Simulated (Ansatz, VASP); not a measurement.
Si in VASP and in Ansatz

```
Si
1.0
     3.87007    0.00000    0.00000
    -1.93504    3.35158    0.00000
     0.00000    0.00000    6.40401
Si
4
Direct
  0.33333 0.66667 0.00056
  0.66667 0.33333 0.50056
  0.33333 0.66667 0.37444
  0.66667 0.33333 0.87444
```

Alike in both runs: task single point; functional r2SCAN; k mesh 6 × 6 × 4; no spin polarisation.

|  | VASP | Ansatz |
| --- | --- | --- |
| version | VASP 6.6.1 | Ansatz 0.2.0 |
| potentials or method | VASP PAW PBE potentials, release 64 (Si) | plane waves, PAW |
| plane-wave cutoff (eV) | 520 | 500 |
| occupations | gaussian, width 0.01 eV | fixed |
| valence electrons in the cell | 16 | 16 |

VASP gave:

| Property | Result |
| --- | --- |
| gap on the k mesh at the Fermi level (eV) | 0.68 |
| pressure (GPa) | -2.9 |
| traceless stress, the component that is largest in VASP (GPa) | -0.17 |
| rms of the force components (eV/Å) | 0.013 |

Question: What did Ansatz give for the same quantities?

Answer: gap on the k mesh at the Fermi level (eV): 0.67; pressure (GPa): -2.6; traceless stress, the component that is largest in VASP (GPa): -0.16; rms of the force components (eV/Å): 0.012.

VASP's potentials were made for PBE, not for r2SCAN. Atom by atom the forces differ by 0.001 eV/Å (rms over components).
